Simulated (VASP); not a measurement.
# BiO5 (P-6m2) in VASP: relaxation of cell and atoms with PBE

Aim: the relaxation of cell and atoms of BiO5 with PBE.

Everything below comes from runs of VASP 6.6.1. Logs are shortened: lines on timing, memory, paths and dates and some standing lists are left out, and cuts for length are marked.

### Step 1. The cell of the first run

Symmetry: P-6m2, No. 187, hexagonal system. Conventional cell: a = 3.893 Å, b = 3.893 Å, c = 5.676 Å, α = 90.00°, β = 90.00°, γ = 120.00°. Within 2.3 Å of Bi (site symmetry -6m2) lie 5 O at 1.66 to 2.25 Å. Within 3.0 Å of O (site symmetry -6m2) lie 3 Bi at 2.25 Å and 8 O at 2.79 to 2.84 Å. Within 3.0 Å of O (site symmetry -6m2) lie 11 O at 2.25 to 2.84 Å. O (site symmetry 3m) has 1 Bi at 1.66 Å within 2.2 Å. O (site symmetry -6m2) has 9 O at 2.25 to 2.54 Å within 3.0 Å.

The cell was built from a structure type or drawn by symmetry, and may not be a known phase.

### Step 2. Relaxation of cell and atoms, PBE

File INCAR:

```
SYSTEM = BiO5
PREC = Accurate ; ENCUT = 600
EDIFF = 1E-7 ; ISMEAR = 0
SIGMA = 0.2 ; LREAL = .False.
LASPH = .True. ; NELM = 120
ALGO = Normal ; ISIF = 3
LWAVE = .False. ; LCHARG = .False.
GGA = PE ; IBRION = 2
NSW = 36 ; EDIFFG = -0.08
GGA_COMPAT = .False. ; NELMIN = 4
```

File KPOINTS:

```
regular mesh
0
Gamma
  5 5 3
  0 0 0
```

File POSCAR:

```
BiO5
1.0
    3.8927236700      0.0000000000      0.0000000000
   -1.9463618300      3.3711975900      0.0000000000
    0.0000000000      0.0000000000      5.6764998300
Bi O
1 5
Direct
    0.6666666700      0.3333333300      0.5000000000
    0.0000000000      0.0000000000      0.5000000000
    0.0000000000      0.0000000000      0.0000000000
    0.6666666700      0.3333333300      0.2073418900
    0.6666666700      0.3333333300      0.7926581100
    0.3333333300      0.6666666700      0.0000000000
```

Potentials or basis: VASP PAW PBE potentials, release 64 (Bi_d, O).

On the command line:

```sh
> cat potpaw_PBE.64/Bi_d/POTCAR potpaw_PBE.64/O/POTCAR > POTCAR
> mpirun -np 1 vasp_std > vasp.out
```

OUTCAR:

```text
SYSTEM = BiO5
   PREC = Accurate
   ENCUT = 600
   EDIFF = 1E-7
   ISMEAR = 0
   LREAL = .False.
   LASPH = .True.
   NELM = 120
   ISIF = 3
   GGA = PE
   IBRION = 2
   NSW = 36
   EDIFFG = -0.08
   NELMIN = 4

 ion  position               nearest neighbor table
   1  0.667  0.333  0.500-   4 1.66   5 1.66   2 2.25   2 2.25   2 2.25
   2  0.000  0.000  0.500-   1 2.25   1 2.25   1 2.25
   3  0.000  0.000  0.000-
   4  0.667  0.333  0.207-   1 1.66
   5  0.667  0.333  0.793-   1 1.66
   6  0.333  0.667  0.000-

  LATTYP: Found a hexagonal cell.
 ALAT       =     3.8927236700
 C/A-ratio  =     1.4582334404

  Lattice vectors:

 A1 = (   3.8927236700,   0.0000000000,   0.0000000000)
 A2 = (  -1.9463618300,   3.3711975900,   0.0000000000)
 A3 = (   0.0000000000,   0.0000000000,   5.6764998300)

Analysis of symmetry for initial positions (statically):
=====================================================================
 Subroutine PRICEL returns:
 Original cell was already a primitive cell.

 Routine SETGRP: Setting up the symmetry group for a
 hexagonal supercell.

 Subroutine GETGRP returns: Found 12 space group operations
 (whereof 12 operations were pure point group operations)
 out of a pool of 24 trial point group operations.

The static configuration has the point symmetry D_3h.

Analysis of symmetry for dynamics (positions and initial velocities):
=====================================================================
 Subroutine PRICEL returns:
 Original cell was already a primitive cell.

 Routine SETGRP: Setting up the symmetry group for a
 hexagonal supercell.

 Subroutine GETGRP returns: Found 12 space group operations
 (whereof 12 operations were pure point group operations)
 out of a pool of 24 trial point group operations.

The dynamic configuration has the point symmetry D_3h.

 Subroutine INISYM returns: Found 12 space group operations
 (whereof 12 operations are pure point group operations),
 and found     1 'primitive' translations

----------------------------------------------------------------------------------------

                                     Primitive cell

  volume of cell :      74.4935

  direct lattice vectors                    reciprocal lattice vectors
     3.892723670  0.000000000  0.000000000     0.256889542  0.148315246  0.000000000
    -1.946361830  3.371197590  0.000000000     0.000000000  0.296630492  0.000000000
     0.000000000  0.000000000  5.676499830     0.000000000  0.000000000  0.176164896

  length of vectors
[... 58 lines left out ...]
   number of dos      NEDOS =    301   number of ions     NIONS =      6
   total plane-waves  NPLWV =  49152
   dimension x,y,z NGX =    32 NGY =   32 NGZ =   48
   dimension x,y,z NGXF=    64 NGYF=   64 NGZF=   96
   ions per type =               1   5
   NGX,Y,Z   is equivalent  to a cutoff of  13.67, 13.67, 14.06 a.u.
   NGXF,Y,Z  is equivalent  to a cutoff of  27.33, 27.33, 28.12 a.u.
 SYSTEM =  BiO5
   PREC   = accura    normal or accurate (medium, high low for compatibility)
   ISTART =      0    job   : 0-new  1-cont  2-samecut
   ICHARG =      2    charge: 1-file 2-atom 10-const
   ISPIN  =      1    spin polarized calculation?
   LNONCOLLINEAR =      F non collinear calculations
   LSORBIT =      F    spin-orbit coupling
   LASPH  =      T    aspherical Exc in radial PAW
   ENCUT  =  600.0 eV  44.10 Ry    6.64 a.u.   7.77  7.77 11.34*2*pi/ulx,y,z
   NELM   =    120;   NELMIN=  4; NELMDL= -5     # of ELM steps
   EDIFF  = 0.1E-06   stopping-criterion for ELM
   LREAL  =      F    real-space projection
   EDIFFG = -.8E-01   stopping-criterion for IOM
   NSW    =     36    number of steps for IOM
   IBRION =      2    ionic relax: 0-MD 1-quasi-New 2-CG
   NFREE  =      1    steps in history (QN), initial steepest desc. (CG)
   ISIF   =      3    stress and relaxation
   ISYM   =      2    0-nonsym 1-usesym 2-fastsym
   POTIM  = 0.5000    time-step for ionic-motion
   TEBEG  =    0.0;   TEEND  =   0.0 temperature during run
   PSTRESS=    0.0 pullay stress
   NELECT =      45.0000    total number of electrons
   NUPDOWN=      -1.0000    fix difference up-down
   EMIN   =  10.00;   EMAX   =-10.00  energy-range for DOS
   EFERMI =   0.00;   METHOD = LEGACY
   ISMEAR =     0;   SIGMA  =   0.20  broadening in eV -4-tet -1-fermi 0-gaus
   EFERMI_NEDOS =   21; number of points for ismear=-14 and -15
   IALGO  =     38    algorithm
   IMIX   =      4    mixing-type and parameters
     AMIX     =   0.40;   BMIX     =  1.00
     AMIX_MAG =   1.60;   BMIX_MAG =  1.00
  volume/ion in A,a.u.               =      12.42        83.78
  Fermi-wavevector in a.u.,A,eV,Ry     =   1.383905  2.615201 26.057774  1.915192
  Thomas-Fermi vector in A             =   2.508459
   LORBIT       =      0    0 simple, 1 ext, 2 COOP (PROOUT), +10 PAW based schemes
   GGA     = PE    functional components
   LHFCALC =     F    Hartree Fock is set to
   AEXX    =    0.0000 exact exchange contribution
   IVDW    =     0    specifies the selected vdW correction
   LEPSILON=     F    determine dielectric tensor
   LRPA    =     F    only Hartree local field effects (RPA)
 conjugate gradient relaxation of ions
 non-spin polarized calculation
 Gauss-broadening in eV      SIGMA  =   0.20
  energy-cutoff  :      600.00
  volume of cell :       74.49
 maximum number of plane-waves:      2513
 NGX is ok and might be reduce to    32
   NGX = 15   NGY = 15   NGZ = 23

--------------------------------------- Ionic step        1  -------------------------------------------

 number of electron      45.0000011 magnetization

 Free energy of the ion-electron system (eV)
  ---------------------------------------------------
  ext. energy  EPLUGINS =         0.00000000
  ---------------------------------------------------
  free energy    TOTEN  =       -18.78053709 eV

  energy without entropy =      -18.61254121  energy(sigma->0) =      -18.69653915

 E-fermi :   2.5219     XC(G=0): -10.4274

 val. band max:        2.4852283845   @ k =   0.4000   0.0000   0.3333
 cond. band min:       2.5329669183   @ k =   0.4000   0.0000   0.0000
 fundamental gap:      0.0477385338
 Fermi energy:         2.5219095231
[... 721 lines left out ...]
     26       6.0952      0.00000
     27       6.8635      0.00000

[... ionic steps 4 to 21 ...]

--------------------------------------- Ionic step       22  -------------------------------------------

 number of electron      45.0000010 magnetization

------------------------ aborting loop because EDIFF is reached ----------------------------------------
[... 75 lines left out ...]
--------------------------------------- Ionic step       24  -------------------------------------------

 number of electron      45.0000009 magnetization

 Free energy of the ion-electron system (eV)
  ---------------------------------------------------
  ext. energy  EPLUGINS =         0.00000000
  ---------------------------------------------------
  free energy    TOTEN  =       -23.92785101 eV

  energy without entropy =      -23.81170775  energy(sigma->0) =      -23.86977938

 E-fermi :   3.3233     XC(G=0):  -9.9294

 val. band max:        3.3064982864   @ k =   0.2000   0.2000   0.0000
 cond. band min:       3.3235267503   @ k =   0.2000   0.0000   0.3333
 fundamental gap:      0.0170284638
 Fermi energy:         3.3232804465
[... 331 lines left out ...]
  FREE ENERGIE OF THE ION-ELECTRON SYSTEM (eV)
  ---------------------------------------------------
  free  energy   TOTEN  =       -23.9278510112 eV

  energy  without entropy=      -23.8117077487  energy(sigma->0) =      -23.86977938

 reached required accuracy - stopping structural energy minimisation
```

Wall time 5 min (1 thread of Intel Xeon 6975P-C (Granite Rapids), shared host); peak memory 0.22 GiB.

Results:

```yaml
Free_energy: -23.9279 eV
Relaxed_volume: 13.80 Å³/atom
Relaxed_cell: a = 3.959 Å, b = 3.959 Å, c = 6.099 Å, α = 90.00°, β = 90.00°, γ = 120.00°
Space_group_after_relaxing_to_0.1_Å: P-6m2 (No. 187)
Pressure_after_relaxing: 0.2 GPa
Largest_force_after_relaxing: 0.012 eV/Å
Band_gap_on_the_k_mesh: zero (an odd number of electrons rules out a gap without spin polarisation)
```

Forces in eV/Å, atoms in the order of the input:
```
Bi   0.000  0.000  0.000
O    0.000  0.000  0.000
O    0.000  0.000  0.000
O    0.000  0.000  0.012
O    0.000  0.000 -0.012
O    0.000  0.000  0.000
```

Stress tensor (GPa, compression positive):
```
0.18 0.00 0.00
0.00 0.18 0.00
0.00 0.00 0.29
```

Final structure:
```
Bi O
1.0
     3.95892    0.00000    0.00000
    -1.97946    3.42852    0.00000
     0.00000    0.00000    6.09912
Bi O
1 5
Direct
  0.66667 0.33333 0.50000
  0.00000 0.00000 0.50000
  0.00000 0.00000 0.00000
  0.66667 0.33333 0.10306
  0.66667 0.33333 0.89694
  0.33333 0.66667 0.00000
```

Levels at points of the mesh, in eV from the Fermi level:
```
           k point  band 19  band 20  band 21  band 22  band 23  band 24  band 25  band 26  band 27
(0.00, 0.00, 0.00)    -2.79    -1.66    -0.40    -0.40    -0.36     0.93     0.93     2.05     3.40
```

Caveat: the k points lie up to 0.37 Å⁻¹ apart in the final cell, too coarse for converged energies and pressures of a metal; spin-orbit coupling is left out, which moves the levels of the heavy elements; an odd number of electrons without spin polarisation forces a metal; a magnetic or distorted state may lie lower.
